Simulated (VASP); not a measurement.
# InP (Fm-3m) in VASP: elastic constants with RPBE+D3(BJ)

Aim: the elastic constants of InP with RPBE+D3(BJ).

Everything below comes from runs of VASP 6.6.1. Logs are shortened: lines on timing, memory, paths and dates and some standing lists are left out, and cuts for length are marked.

**1. The cell of the first run**

Symmetry: Fm-3m, No. 225, cubic system. Conventional cell: a = 5.538 Å, b = 5.538 Å, c = 5.538 Å, α = 90.00°, β = 90.00°, γ = 90.00°. In (site symmetry m-3m) has 6 P at 2.77 Å within 3.6 Å. Within 3.6 Å of P (site symmetry m-3m) lie 6 In at 2.77 Å.

**2. Elastic constants, RPBE+D3(BJ)**

File INCAR:

```
SYSTEM = InP
PREC = Accurate ; ENCUT = 510
EDIFF = 1E-8 ; ISMEAR = -5
SIGMA = 0.05 ; LREAL = .False.
LASPH = .True. ; NELM = 300
ALGO = Normal ; ISIF = 3
LWAVE = .False. ; LCHARG = .False.
GGA = RP ; IVDW = 12
NBANDS = 16 ; IBRION = 6
NFREE = 2 ; POTIM = 0.015
NSW = 1 ; GGA_COMPAT = .False.
AMIX = 0.1 ; BMIX = 1E-4
AMIX_MAG = 0.4 ; BMIX_MAG = 1E-4
KPAR = 4
```

File KPOINTS:

```
Automatic mesh
0
Gamma
  6 6 6
  0 0 0
```

File POSCAR:

```
InP
1.0
    0.0000000000      2.7688340000      2.7688340000
    2.7688340000      0.0000000000      2.7688340000
    2.7688340000      2.7688340000      0.0000000000
In P
1 1
Direct
    0.0000000000      0.0000000000      0.0000000000
    0.5000000000      0.5000000000      0.5000000000
```

Potentials or basis: VASP PAW PBE potentials, release 64 (In_d, P).

On the command line:

```
cat potpaw_PBE.64/In_d/POTCAR potpaw_PBE.64/P/POTCAR > POTCAR
mpirun -np 4 vasp_std > vasp.out
```

OUTCAR:

```text
SYSTEM = InP
   PREC = Accurate
   ENCUT = 510
   EDIFF = 1E-8
   ISMEAR = -5
   LREAL = .False.
   LASPH = .True.
   NELM = 300
   ISIF = 3
   GGA = RP
   IVDW = 12
   IBRION = 6
   NFREE = 2
   POTIM = 0.015
   NSW = 1
   AMIX = 0.1
   AMIX_MAG = 0.4
 IVDW          = 12

 ion  position               nearest neighbor table
   1  0.000  0.000  0.000-   2 2.77   2 2.77   2 2.77   2 2.77   2 2.77   2 2.77
   2  0.500  0.500  0.500-   1 2.77   1 2.77   1 2.77   1 2.77   1 2.77   1 2.77

  LATTYP: Found a face centered cubic cell.
 ALAT       =     5.5376680000

  Lattice vectors:

 A1 = (   0.0000000000,   2.7688340000,   2.7688340000)
 A2 = (   2.7688340000,   0.0000000000,   2.7688340000)
 A3 = (   2.7688340000,   2.7688340000,   0.0000000000)

Analysis of symmetry for initial positions (statically):
=====================================================================
 Subroutine PRICEL returns:
 Original cell was already a primitive cell.

 Routine SETGRP: Setting up the symmetry group for a
 face centered cubic supercell.

 Subroutine GETGRP returns: Found 48 space group operations
 (whereof 48 operations were pure point group operations)
 out of a pool of 48 trial point group operations.

The static configuration has the point symmetry O_h .

Analysis of symmetry for dynamics (positions and initial velocities):
=====================================================================
 Subroutine PRICEL returns:
 Original cell was already a primitive cell.

 Routine SETGRP: Setting up the symmetry group for a
 face centered cubic supercell.

 Subroutine GETGRP returns: Found 48 space group operations
 (whereof 48 operations were pure point group operations)
 out of a pool of 48 trial point group operations.

The dynamic configuration has the point symmetry O_h .

 Subroutine INISYM returns: Found 48 space group operations
 (whereof 48 operations are pure point group operations),
 and found     1 'primitive' translations

----------------------------------------------------------------------------------------

                                     Primitive cell

  volume of cell :      42.4542

  direct lattice vectors                    reciprocal lattice vectors
     0.000000000  2.768834000  2.768834000    -0.180581429  0.180581429  0.180581429
     2.768834000  0.000000000  2.768834000     0.180581429 -0.180581429  0.180581429
     2.768834000  2.768834000  0.000000000     0.180581429  0.180581429 -0.180581429

  length of vectors
     3.915722595  3.915722595  3.915722595     0.312776210  0.312776210  0.312776210

  position of ions in fractional coordinates (direct lattice)
     0.000000000  0.000000000  0.000000000
     0.500000000  0.500000000  0.500000000

  ion indices of the primitive-cell ions
   primitive index   ion index
                 1           1
                 2           2

----------------------------------------------------------------------------------------

 KPOINTS: Automatic mesh

Automatic generation of k-mesh.
 Grid dimensions read from file:
 generate k-points for:    6    6    6

 Generating k-lattice:

  Cartesian coordinates                     Fractional coordinates (reciprocal lattice)
    -0.030096905  0.030096905  0.030096905     0.166666667  0.000000000  0.000000000
     0.030096905 -0.030096905  0.030096905     0.000000000  0.166666667  0.000000000
     0.030096905  0.030096905 -0.030096905     0.000000000  0.000000000  0.166666667

  Length of vectors
     0.052129368  0.052129368  0.052129368

  Shift w.r.t. Gamma in fractional coordinates (k-lattice)
     0.000000000  0.000000000  0.000000000

 TETIRR: Found     35 inequivalent tetrahedra from     1296

[... 66 lines left out ...]
   GGA     = RP    functional components
   LHFCALC =     F    Hartree Fock is set to
   AEXX    =    0.0000 exact exchange contribution
   IVDW    =    12    specifies the selected vdW correction
   LEPSILON=     F    determine dielectric tensor
   LRPA    =     F    only Hartree local field effects (RPA)
 finite differences with symmetry
 non-spin polarized calculation
 Fermi weights with tetrahedron method with Bloechl corrections
  energy-cutoff  :      510.00
  volume of cell :       42.45
 maximum number of plane-waves:      1125
 NGX is ok and might be reduce to    30
   NGX = 15   NGY = 15   NGZ = 15

--------------------------------------- Ionic step        1  -------------------------------------------

 number of electron      18.0000009 magnetization

 Free energy of the ion-electron system (eV)
  ---------------------------------------------------
  ext. energy  EPLUGINS =         0.00000000
  ---------------------------------------------------
  free energy    TOTEN  =        -7.19717458 eV

  energy without entropy =       -7.19717458  energy(sigma->0) =       -7.19717458

------------------------ aborting loop because EDIFF is reached ----------------------------------------

 Edisp (eV)   -3.61659

 E8    (eV) :    -2.3706
[... 105 lines left out ...]
  FREE ENERGIE OF THE ION-ELECTRON SYSTEM (eV)
  ---------------------------------------------------
  free  energy   TOTEN  =       -10.8749452630 eV

  energy  without entropy=      -10.8749452630  energy(sigma->0) =      -10.87494526

[... ionic steps 4 to 14 ...]

--------------------------------------- Ionic step       15  -------------------------------------------

 number of electron      18.0000005 magnetization

------------------------ aborting loop because EDIFF is reached ----------------------------------------
[... 75 lines left out ...]
--------------------------------------- Ionic step       17  -------------------------------------------

 number of electron      18.0000009 magnetization

 Free energy of the ion-electron system (eV)
  ---------------------------------------------------
  ext. energy  EPLUGINS =         0.00000000
  ---------------------------------------------------
  free energy    TOTEN  =        -7.19692192 eV

  energy without entropy =       -7.19692192  energy(sigma->0) =       -7.19692192

 E-fermi :   7.0523     XC(G=0): -10.3009

 val. band max:        7.3078567757   @ k =   0.5000   0.0000   0.0000
 cond. band min:       6.7789752557   @ k =   0.5000   0.3333   0.0000
 fundamental gap:     -0.5288815200
 Fermi energy:         7.0523351379

 k-point     1 :       0.0000    0.0000    0.0000
  band No.  band energies     occupation
      1      -7.1834      2.00000
      2      -7.1829      2.00000
      3      -7.1675      2.00000
      4      -7.1675      2.00000
      5      -7.1675      2.00000
      6      -4.8323      2.00000
[... 433 lines left out ...]
      3      -7.1575      2.00000
      4      -7.1131      2.00000
      5      -7.0818      2.00000
      6      -1.9610      2.00000
[... 8 lines left out ...]
     15      17.4602      0.00000
     16      20.4370      0.00000

 [... further k-points ...]

------------------------ aborting loop because EDIFF is reached ----------------------------------------

 Edisp (eV)   -3.61651

 E8    (eV) :    -2.3706
[... 25 lines left out ...]
  FREE ENERGIE OF THE ION-ELECTRON SYSTEM (eV)
  ---------------------------------------------------
  free  energy   TOTEN  =       -10.8134297220 eV

  energy  without entropy=      -10.8134297220  energy(sigma->0) =      -10.81342972

 INTERNAL STRAIN TENSORS FROM STRAINED CELLS
 ============================================

 INTERNAL STRAIN TENSOR FOR ION    1 for displacements in x,y,z  (eV/Angst):
          X           Y           Z          XY          YZ          ZX
  --------------------------------------------------------------------------------
  x     0.00000    -0.00000     0.00000     0.00000    -0.00000     0.00000
  y     0.00000     0.00000    -0.00000     0.00000     0.00000     0.00000
  z    -0.00000    -0.00000    -0.00000     0.00000    -0.00000     0.00000

 INTERNAL STRAIN TENSORS FROM DISPLACED ATOMS
 ============================================

 INTERNAL STRAIN TENSOR FOR ION    1 for displacements in x,y,z  (eV/Angst):
          X           Y           Z          XY          YZ          ZX
  --------------------------------------------------------------------------------
  x     0.00000     0.00000     0.00000     0.00000     0.00000     0.00000
  y     0.00000     0.00000     0.00000     0.00000     0.00000     0.00000
  z     0.00000     0.00000     0.00000     0.00000     0.00000     0.00000

 INTERNAL STRAIN TENSOR FOR ION    2 for displacements in x,y,z  (eV/Angst):
          X           Y           Z          XY          YZ          ZX
  --------------------------------------------------------------------------------
  x     0.00000     0.00000     0.00000     0.00000     0.00000     0.00000
  y     0.00000     0.00000     0.00000     0.00000     0.00000     0.00000
  z     0.00000     0.00000     0.00000     0.00000     0.00000     0.00000

 Eigenvectors and eigenvalues of the dynamical matrix
 ----------------------------------------------------

   1 f  =    5.015829 THz    31.515385 2PiTHz  167.310057 cm-1    20.743794 meV
             X         Y         Z           dx          dy          dz
      0.000000  0.000000  0.000000     0.462077   -0.000000   -0.000000
      2.768834  2.768834  2.768834    -0.886840   -0.000000    0.000000
[... 21 lines left out ...]
   6 f/i=    0.006522 THz     0.040980 2PiTHz    0.217559 cm-1     0.026974 meV
             X         Y         Z           dx          dy          dz
      0.000000  0.000000  0.000000    -0.130965    0.651159    0.587643
      2.768834  2.768834  2.768834    -0.068238    0.339279    0.306184

--------------------------------------------------------------------------------------------------------

 ELASTIC MODULI CONTR FROM IONIC RELAXATION (kBar)
 Direction    XX          YY          ZZ          XY          YZ          ZX
 --------------------------------------------------------------------------------
 XX           0.0000      0.0000      0.0000      0.0000      0.0000      0.0000
 YY           0.0000      0.0000      0.0000      0.0000      0.0000      0.0000
 ZZ           0.0000      0.0000      0.0000      0.0000      0.0000      0.0000
 XY           0.0000      0.0000      0.0000      0.0000      0.0000      0.0000
 YZ           0.0000      0.0000      0.0000      0.0000      0.0000      0.0000
 ZX           0.0000      0.0000      0.0000      0.0000      0.0000      0.0000
 --------------------------------------------------------------------------------

 TOTAL ELASTIC MODULI (kBar)
 Direction    XX          YY          ZZ          XY          YZ          ZX
 --------------------------------------------------------------------------------
 XX        1294.8584    264.0974    264.0974     -0.0000     -0.0000      0.0000
 YY         264.0974   1294.8584    264.0974     -0.0000     -0.0000      0.0000
 ZZ         264.0974    264.0974   1294.8584      0.0000      0.0000      0.0000
 XY          -0.0000     -0.0000      0.0000     56.7141      0.0000     -0.0000
 YZ          -0.0000     -0.0000      0.0000      0.0000     56.7141     -0.0000
 ZX           0.0000      0.0000      0.0000     -0.0000     -0.0000     56.7141
 --------------------------------------------------------------------------------
```

It took 4.3 min on 4 MPI ranks of Intel Xeon Platinum 8559C (Emerald Rapids), shared host; peak memory 0.24 GiB.

What came out:

- Elastic constants C11, C12, C44: 129, 26, 6 GPa
- Voigt bulk modulus: 61 GPa
- Highest phonon frequency at Γ, LO-TO splitting left out: 167 cm⁻¹
- Dispersion energy per atom: -1.808 eV

Phonon frequencies in cm⁻¹ (negative: imaginary):
| q point | frequencies |
| --- | --- |
| (0.000, 0.000, 0.000) | 0 0 0 167 167 167 |

Elastic tensor in Voigt notation (GPa, in the Cartesian axes of the cell as first typed):
```
129  26  26   0   0   0
 26 129  26   0   0   0
 26  26 129   0   0   0
  0   0   0   6   0   0
  0   0   0   0   6   0
  0   0   0   0   0   6
```

Clamped-ion elastic tensor (GPa):
```
129  26  26   0   0   0
 26 129  26   0   0   0
 26  26 129   0   0   0
  0   0   0   6   0   0
  0   0   0   0   6   0
  0   0   0   0   0   6
```

Caveat: the cell is under stress, which shifts elastic constants; the dispersion term is far too large for a dense solid, which distorts pressure and volume; the PAW data sets were made with another functional, which shifts forces and pressure a little; spin-orbit coupling is left out, which moves the levels of the heavy elements.
